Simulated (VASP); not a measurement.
Runs of VASP 6.6.1 on BaRhO3. The structure is that of space group Pm-3m (No. 221), or close to it. The cells are those of the table. 

```csv
cell,gap on the mesh (eV),pressure (GPa)
"a = 4.094, b = 4.094, c = 4.176 Å, 5 atoms",none,-16.0
"a = 4.094, b = 4.094, c = 4.013 Å, 5 atoms",none,(b)
"a = 4.094, b = 4.094, c = 4.135 Å, 5 atoms",none,-15.1
"a = 4.094, b = 4.094, c = 4.217 Å, 5 atoms",none,-16.8
"a = 4.094, b = 4.094, c = 3.972 Å, 5 atoms",none,(a)
```

Alike in all rows: task single point; level LDA; potentials or basis VASP PAW LDA potentials, release 64 (Ba_sv, Rh_pv, O); no spin polarisation; k mesh 9 × 9 × 9; cutoff (eV) 520; smearing fermi-dirac 0.1 eV.

Question: Fill in the values left out.

Answer: (a) -10.2; (b) -11.6.

Caveats: the cell stands under tension; spin-orbit coupling is left out, which moves the levels of the heavy elements; an odd number of electrons without spin polarisation forces a metal; a magnetic or distorted state may lie lower.

A k mesh can miss the band edges, and the runs leave out spin-orbit coupling on Ba, Rh.

A gap of «none» marks levels without a gap at the run's occupations.
